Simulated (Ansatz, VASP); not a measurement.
**Cd7W: VASP beside Ansatz**

The input INCAR:

```
SYSTEM = Cd7W
ALGO = Fast
EDIFF = 1E-6
ENCUT = 520
GGA = PE
ISIF = 2
ISMEAR = 0
LASPH = .TRUE.
LCHARG = .FALSE.
LREAL = .FALSE.
LWAVE = .FALSE.
NBANDS = 59
NELM = 100
PREC = Accurate
SIGMA = 0.1
```

KPOINTS

```
k-points
0
G
  4 4 4
  0 0 0
```

The input POSCAR:

```
Cd7W
1.0
    0.0000000000      4.8561069200      4.8561069200
    4.8561069200      0.0000000000      4.8561069200
    4.8561069200      4.8561069200      0.0000000000
Cd W
7 1
Direct
    0.5000000000      0.0000000000      0.0000000000
    0.0000000000      0.5000000000      0.5000000000
    0.0000000000      0.5000000000      0.0000000000
    0.5000000000      0.0000000000      0.5000000000
    0.0000000000      0.0000000000      0.5000000000
    0.5000000000      0.5000000000      0.0000000000
    0.0000000000      0.0000000000      0.0000000000
    0.5000000000      0.5000000000      0.5000000000
```

Input for Ansatz:

```yaml
crystal:
  lattice:
    - [0.0, 4.85610692, 4.85610692]
    - [4.85610692, 0.0, 4.85610692]
    - [4.85610692, 4.85610692, 0.0]
  atoms:
    - { symbol: Cd, position: [0.5, 0.0, 0.0] }
    - { symbol: Cd, position: [0.0, 0.5, 0.5] }
    - { symbol: Cd, position: [0.0, 0.5, 0.0] }
    - { symbol: Cd, position: [0.5, 0.0, 0.5] }
    - { symbol: Cd, position: [0.0, 0.0, 0.5] }
    - { symbol: Cd, position: [0.5, 0.5, 0.0] }
    - { symbol: Cd, position: [0.0, 0.0, 0.0] }
    - { symbol: W, position: [0.5, 0.5, 0.5] }
basis:
  ecutwfc: 420
kpoints:
  mp_grid: { grid: [4, 4, 4] }
hamiltonian:
  xc: pbe
scf:
  occupations: { method: gaussian, width: 0.1 }
  lower_state_search: "off"
output:
  forces: true
  stress: true
  eigenvalues: true
```

Alike in both runs: task single point; functional PBE; k mesh 4 × 4 × 4; occupations gaussian, width 0.1 eV; no spin polarisation.

```csv
,VASP,Ansatz
version,VASP 6.6.1,Ansatz 0.2.0
potentials or method,"VASP PAW PBE potentials, release 64 (Cd, W_sv), cutoff 520 eV","scalar-relativistic, plane waves, PAW"
valence electrons in the cell,98,154
```

Ansatz gave:

| Quantity | Value |
| --- | --- |
| gap on the k mesh at the Fermi level (eV) | none |
| pressure (GPa) | -10.1 |

Problem. Estimate VASP's values.

Solution. gap on the k mesh at the Fermi level (eV): none; pressure (GPa): -10.0.

A gap of «none» marks a metal or a gap that the smearing closes. VASP's potentials hold 98 valence electrons a cell and Ansatz's 154, so a difference there can come from the potentials and not from the codes.

Spin-orbit coupling is off throughout.
